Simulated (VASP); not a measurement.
TaN:

```
Ta N
1.0
     5.18500    0.00000    0.00000
    -2.59250    4.49034    0.00000
     0.00000    0.00000    2.90800
Ta N
3 3
Cartesian
  0.0000 0.0000 0.0000
  0.0000 2.9936 1.4540
  2.5925 1.4968 1.4540
  2.5925 0.0000 0.0000
  1.2963 2.2452 0.0000
  -1.2963 2.2452 0.0000
```

```yaml
Program: VASP 6.6.1
Task: relaxation of cell and atoms
Functional: PBE
Potentials_or_basis: VASP PAW PBE potentials, release 64 (Ta_pv, N)
Cutoff: 600 eV
k_mesh: 6 × 6 × 9
Occupations: fermi-dirac, width 0.05 eV
Spin: no spin polarisation
Hubbard_terms: Ta d U = 5.0 eV
```

At the start: pressure 26.4 GPa; volume 11.28 Å³/atom.

How do energy, volume and symmetry change on relaxing?

Over 9 steps the energy falls by 72.1 meV/atom and the volume is 12.23 Å³/atom (+8.4 %); space group P6/mmm (No. 191, to 0.1 Å) before and after.

The path:
```tsv
step	energy change (eV)	largest force (eV/Å)	pressure (GPa)	volume (Å³)
1	0.0000	0.0000	26.40	67.71
2	1.4994	0.0000	-34.70	87.59
3	-0.4228	0.0000	-1.20	73.49
4	-0.4247	0.0000	0.17	73.14
5	-0.4247	0.0000	0.61	73.02
6	-0.4325	0.0000	0.28	73.36
7	-0.4328	0.0000	0.31	73.31
8	-0.4326	0.0000	-0.51	73.53
9	-0.4328	0.0000	0.02	73.39
```

Final structure:
```
Ta N
1.0
     5.33198    0.00000    0.00000
    -2.66599    4.61763    0.00000
     0.00000    0.00000    2.98074
Ta N
3 3
Cartesian
  0.0000 0.0000 0.0000
  0.0000 3.0784 1.4904
  2.6660 1.5392 1.4904
  2.6660 0.0000 0.0000
  1.3330 2.3088 0.0000
  -1.3330 2.3088 0.0000
```

Caveat: U without spin polarisation on a metal has little footing.
